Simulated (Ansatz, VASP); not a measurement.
One calculation of MgZn2TeSe2, two programs

```
CELL_PARAMETERS angstrom
-2.11521 2.11521 8.93351
2.11521 -2.11521 8.93351
2.11521 2.11521 -8.93351
ATOMIC_POSITIONS crystal
Mg 0.00000 0.00000 0.00000
Zn 0.66116 0.66116 0.00000
Zn 0.33884 0.33884 0.00000
Te 0.25000 0.75000 0.50000
Se 0.58416 0.08416 0.50000
Se 0.91584 0.41584 0.50000
```

Alike in both runs: functional PBE; k mesh 10 × 10 × 10; no spin polarisation.

Ansatz relaxed the structure, and its values are those at the end. VASP's run is a single point on that final structure, the one shown.

|  | VASP | Ansatz |
| --- | --- | --- |
| version | VASP 6.6.1 | Ansatz 0.2.0 |
| potentials or method | VASP PAW PBE potentials, release 64 (Mg, Zn, Te, Se), cutoff 520 eV | scalar-relativistic, plane waves, PAW |
| occupations | gaussian, width 0.01 eV | fixed |
| valence electrons in the cell | 44 | 82 |

|  | VASP | Ansatz | Ansatz less VASP |
| --- | --- | --- | --- |
| gap on the k mesh at the Fermi level (eV) | 1.19 | 1.19 | +0.004 |
| least direct gap on the mesh (eV) | 1.19 | 1.19 | +0.004 |
| pressure (GPa) | 0.1 | 0.0 | -0.07 |
| rms of the force components (eV/Å) | 0.008 | 0.000 | -0.0075 |

VASP's potentials hold 44 valence electrons a cell and Ansatz's 82, so a difference there can come from the potentials and not from the codes.

Spin-orbit coupling is off throughout.
